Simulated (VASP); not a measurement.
# NaCl (Pm-3m) in VASP: further runs

Aim: see how the results for NaCl move with the level of theory and the settings. Levels: HSE06, PBE-based screened hybrid. Tasks: single point.

All numbers are computed with VASP 6.6.1; they aren't measurements. Logs are shortened: lines on timing, memory, paths and dates and some standing lists are left out, and cuts for length are marked.

## (1) The cell of the first run

It takes space group Pm-3m (No. 221, cubic). The conventional cell has a = 3.460 Å, b = 3.460 Å, c = 3.460 Å, α = 90.00°, β = 90.00°, γ = 90.00°. Na (site symmetry m-3m) has 8 Cl at 3.00 Å and 6 Na at 3.46 Å within 3.9 Å. Cl (site symmetry m-3m) has 8 Na at 3.00 Å and 6 Cl at 3.46 Å within 3.9 Å.

## (2) Single point, HSE06

POSCAR

```
NaCl
1.0
    3.4595458649      0.0000000000      0.0000000000
    0.0000000000      3.4595458649      0.0000000000
    0.0000000000      0.0000000000      3.4595458649
Na Cl
1 1
Direct
    0.0000000000      0.0000000000      0.0000000000
    0.5000000000      0.5000000000      0.5000000000
```

INCAR.step1

```
PREC     = Accurate       # precision mode
ENCUT    = 520            # plane-wave cutoff, eV
EDIFF    = 1E-5           # SCF threshold, eV
ISMEAR   = 0              # smearing method
SIGMA    = 0.01           # smearing width, eV
LREAL    = F              # projectors in reciprocal space
LASPH    = T              # aspherical terms in the spheres
NELM     = 100            # most SCF steps
ALGO     = Normal         # electronic algorithm
ISIF     = 2              # what is computed and relaxed
LWAVE    = T              # write WAVECAR
LCHARG   = F              # write CHGCAR
GGA      = PE             # functional
NBANDS   = 14             # bands
```

INCAR.step2

```
PREC     = Accurate       # precision mode
ENCUT    = 520            # plane-wave cutoff, eV
EDIFF    = 1E-7           # SCF threshold, eV
ISMEAR   = 0              # smearing method
SIGMA    = 0.01           # smearing width, eV
LREAL    = F              # projectors in reciprocal space
LASPH    = T              # aspherical terms in the spheres
NELM     = 100            # most SCF steps
ALGO     = Normal         # electronic algorithm
ISIF     = 2              # what is computed and relaxed
LWAVE    = F              # write WAVECAR
LCHARG   = F              # write CHGCAR
GGA      = PE             # functional
LHFCALC  = T              # exact exchange
HFSCREEN = 0.2079         # screening, 1/A
PRECFOCK = Normal       
ISTART   = 1            
NBANDS   = 14             # bands
```

KPOINTS

```
Automatic mesh
0
Gamma
  4 4 4
```

Potentials or basis: VASP PAW PBE potentials, release 64 (Na_pv, Cl).

The run is started by

```bash
> cat potpaw_PBE.64/Na_pv/POTCAR potpaw_PBE.64/Cl/POTCAR > POTCAR
> cp INCAR.step1 INCAR
> mpirun -np 1 vasp_std > vasp.out
> cp INCAR.step2 INCAR
> mpirun -np 1 vasp_std > vasp.out
```

OUTCAR:

```text
PREC = Accurate
   ENCUT = 520
   EDIFF = 1E-7
   ISMEAR = 0
   LREAL = F
   LASPH = T
   NELM = 100
   ISIF = 2
   GGA = PE
   LHFCALC = T
   HFSCREEN = 0.2079
   PRECFOCK = Normal
   ISTART = 1

 ion  position               nearest neighbor table
   1  0.000  0.000  0.000-
   2  0.500  0.500  0.500-

  LATTYP: Found a simple cubic cell.
 ALAT       =     3.4595458649

  Lattice vectors:

 A1 = (   3.4595458649,   0.0000000000,   0.0000000000)
 A2 = (   0.0000000000,   3.4595458649,   0.0000000000)
 A3 = (   0.0000000000,   0.0000000000,   3.4595458649)

Analysis of symmetry for initial positions (statically):
=====================================================================
 Subroutine PRICEL returns:
 Original cell was already a primitive cell.

 Routine SETGRP: Setting up the symmetry group for a
 simple cubic supercell.

 Subroutine GETGRP returns: Found 48 space group operations
 (whereof 48 operations were pure point group operations)
 out of a pool of 48 trial point group operations.

The static configuration has the point symmetry O_h .

Analysis of symmetry for dynamics (positions and initial velocities):
=====================================================================
 Subroutine PRICEL returns:
 Original cell was already a primitive cell.

 Routine SETGRP: Setting up the symmetry group for a
 simple cubic supercell.

 Subroutine GETGRP returns: Found 48 space group operations
 (whereof 48 operations were pure point group operations)
 out of a pool of 48 trial point group operations.

The dynamic configuration has the point symmetry O_h .

 Subroutine INISYM returns: Found 48 space group operations
 (whereof 48 operations are pure point group operations),
 and found     1 'primitive' translations

----------------------------------------------------------------------------------------

                                     Primitive cell

  volume of cell :      41.4054

  direct lattice vectors                    reciprocal lattice vectors
     3.459545865  0.000000000  0.000000000     0.289055280  0.000000000  0.000000000
     0.000000000  3.459545865  0.000000000     0.000000000  0.289055280  0.000000000
[... 83 lines left out ...]
   EMIN   =  10.00;   EMAX   =-10.00  energy-range for DOS
   EFERMI =   0.00;   METHOD = LEGACY
   ISMEAR =     0;   SIGMA  =   0.01  broadening in eV -4-tet -1-fermi 0-gaus
   EFERMI_NEDOS =   21; number of points for ismear=-14 and -15
   IALGO  =     38    algorithm
   IMIX   =      1    mixing-type and parameters
     AMIX     =   0.40;   BMIX     =  1.00
     AMIX_MAG =   1.60;   BMIX_MAG =  1.00
  volume/ion in A,a.u.               =      20.70       139.71
  Fermi-wavevector in a.u.,A,eV,Ry     =   1.140508  2.155248 17.697900  1.300759
  Thomas-Fermi vector in A             =   2.277210
   LORBIT       =      0    0 simple, 1 ext, 2 COOP (PROOUT), +10 PAW based schemes
   GGA     = PE    functional components
   LHFCALC =     T    Hartree Fock is set to
   PRECFOCK=normal    Normal, Fast or Accurate (Low or Medium for compatibility)
   ENCUT4O =  -1.0   cutoff for four orbital integrals eV
   NKREDX  =     1    reduce k-point grid by
   NKREDY  =     1    reduce k-point grid by
   NKREDZ  =     1    reduce k-point grid by
   AEXX    =    0.2500 exact exchange contribution
   HFSCREEN=    0.2079 screening length (either q_TF or 0.3 A-1)
   HFSCREENC=   0.2079 screening length for correlation (either q_TF or 0.3 A-1)
   ENCUTFOCK=  -1.0 apply spherical cutoff to Coloumb kernel
   IVDW    =     0    specifies the selected vdW correction
   LEPSILON=     F    determine dielectric tensor
   LRPA    =     F    only Hartree local field effects (RPA)
 non-spin polarized calculation
 Gauss-broadening in eV      SIGMA  =   0.01
  energy-cutoff  :      520.00
  volume of cell :       41.41
 maximum number of plane-waves:      1141
 NGX is ok and might be reduce to    28
  NGX = 20; NGY = 20; NGZ = 20

 number of electron      13.9999999 magnetization

 Free energy of the ion-electron system (eV)
  ---------------------------------------------------
  ext. energy  EPLUGINS =         0.00000000
  ---------------------------------------------------
  free energy    TOTEN  =        -7.54816097 eV

  energy without entropy =       -7.54816097  energy(sigma->0) =       -7.54816097

 E-fermi :  -0.1699     XC(G=0):  -7.1292

 val. band max:       -0.2331902750   @ k =   0.5000   0.5000   0.0000
 cond. band min:       5.1886401458   @ k =   0.0000   0.0000   0.0000
 fundamental gap:      5.4218304207
 Fermi energy:        -0.1698981255

 k-point     1 :       0.0000    0.0000    0.0000
  band No.  band energies     occupation
      1     -24.4365      2.00000
      2     -24.4365      2.00000
      3     -24.4365      2.00000
      4     -15.0005      2.00000
      5      -0.7983      2.00000
      6      -0.7983      2.00000
      7      -0.7983      2.00000
      8       5.1886      0.00000
      9       9.6533      0.00000
     10       9.6533      0.00000
     11      17.5308      0.00000
     12      17.5855      0.00000
     13      17.5929      0.00000
     14      17.5988      0.00000
[... 139 lines left out ...]
      1     -24.4637      2.00000
      2     -24.4637      2.00000
      3     -24.4637      2.00000
      4     -13.9343      2.00000
      5      -2.3506      2.00000
      6      -2.3506      2.00000
      7      -2.3506      2.00000
      8       8.2039      0.00000
      9       8.2039      0.00000
     10       8.2039      0.00000
     11      13.3334      0.00000
     12      17.8005      0.00000
     13      17.8005      0.00000
     14      17.8005      0.00000

------------------------ aborting loop because EDIFF is reached ----------------------------------------

  FORCE on cell =-STRESS in cart. coord.  units (eV):
  Direction    XX          YY          ZZ          XY          YZ          ZX
  --------------------------------------------------------------------------------------
  -------------------------------------------------------------------------------------
  Total        0.1667553      0.1667553      0.1667553     -0.0000000     -0.0000000      0.0000000
  in kB        6.4525749      6.4525749      6.4525749     -0.0000000     -0.0000000      0.0000000
  external PRESSURE =       6.4525749 kB  Pullay stress =       0.0000000 kB

 VOLUME and BASIS-vectors are now :
 -----------------------------------------------------------------------------
  energy-cutoff  :      520.00
  volume of cell :       41.41
      direct lattice vectors                 reciprocal lattice vectors
     3.459545865  0.000000000  0.000000000     0.289055280  0.000000000  0.000000000
     0.000000000  3.459545865  0.000000000     0.000000000  0.289055280  0.000000000
     0.000000000  0.000000000  3.459545865     0.000000000  0.000000000  0.289055280

 POSITION                                       TOTAL-FORCE (eV/Angst)
 -----------------------------------------------------------------------------------
      0.00000      0.00000      0.00000         0.000000      0.000000      0.000000
      1.72977      1.72977      1.72977         0.000000      0.000000      0.000000
 -----------------------------------------------------------------------------------
    total drift:                                0.000002      0.000001      0.000001

  FREE ENERGIE OF THE ION-ELECTRON SYSTEM (eV)
  ---------------------------------------------------
  free  energy   TOTEN  =        -7.5481609665 eV

  energy  without entropy=       -7.5481609665  energy(sigma->0) =       -7.54816097
```

Wall time 4 min (1 thread of Intel Xeon Platinum 8259CL at 2.50GHz (Skylake/Cascade Lake), shared host); peak memory 0.25 GiB.

Results:

```
Free energy            : -7.5482 eV
Pressure               : 0.6 GPa
Band gap on the k mesh : 5.42 eV, indirect (least direct gap 5.99 eV)
```

Levels at points of the mesh, in eV from the valence-band top:
```tsv
k point	band 3	band 4	band 5	band 6	band 7	band 8	band 9	band 10	band 11	band 12
(0.00, 0.00, 0.00)	-24.20	-14.77	-0.57	-0.57	-0.57	5.42	9.89	9.89	17.76	17.82
(0.50, 0.00, 0.00)	-24.20	-14.34	-3.31	-0.30	-0.30	8.40	10.36	11.95	13.48	13.48
(0.50, 0.50, 0.00)	-24.20	-14.03	-2.58	-2.58	0.00	6.84	11.42	12.83	12.83	14.24
(0.50, 0.50, 0.50)	-24.23	-13.70	-2.12	-2.12	-2.12	8.44	8.44	8.44	13.57	18.03
```

Caveat: the k points lie up to 0.45 Å⁻¹ apart; the PAW data sets were made with another functional, which shifts forces and pressure a little. A k mesh can miss the band edges.

(Part 1 of 2 ends here.)
